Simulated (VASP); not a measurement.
Input of a VASP 6.6.1 run:

File INCAR:

```
SYSTEM = Y2Be2Pb
  ALGO = Fast
  EDIFF = 1E-6
  ENCUT = 520
  GGA = PE
  ISIF = 2
  ISMEAR = 0
  LASPH = .True.
  LCHARG = .False.
  LREAL = .False.
  LWAVE = .False.
  NBANDS = 28
  NELM = 100
  PREC = Accurate
  SIGMA = 0.1
```

File KPOINTS:

```
k-points
0
Gamma
  6 6 6
  0 0 0
```

File POSCAR:

```
Y2Be2Pb
1.0
   -2.1623674800      2.1623674800      4.9544724100
    2.1623674800     -2.1623674800      4.9544724100
    2.1623674800      2.1623674800     -4.9544724100
Y Be Pb
2 2 1
Direct
    0.6328056500      0.6328056500      0.0000000000
    0.3671943500      0.3671943500      0.0000000000
    0.2500000000      0.7500000000      0.5000000000
    0.7500000000      0.2500000000      0.5000000000
    0.0000000000      0.0000000000      0.0000000000
```

Potentials or basis: VASP PAW PBE potentials, release 64 (Y_sv, Be, Pb_d).

Command:

```sh
$ cat potpaw_PBE.64/Y_sv/POTCAR potpaw_PBE.64/Be/POTCAR potpaw_PBE.64/Pb_d/POTCAR > POTCAR
$ mpirun -np 1 vasp_std > vasp.out
```

Q: What does it give for the pressure?

A: 14.7 GPa.

Q: Estimate the largest force.

A: 0.630 eV/Å.

Q: Estimate the band gap on the k mesh.

A: Zero (bands 20 and 21 overlap by 0.99 eV).

Forces on the atoms (eV/Å):
```
Y    0.000  0.000 -0.630
Y    0.000  0.000  0.630
Be   0.000  0.000  0.000
Be   0.000  0.000  0.000
Pb   0.000  0.000  0.000
```

Caveat: the stress differs along the axes, from 13 to 19 GPa; spin-orbit coupling is left out, which moves the levels of the heavy elements.
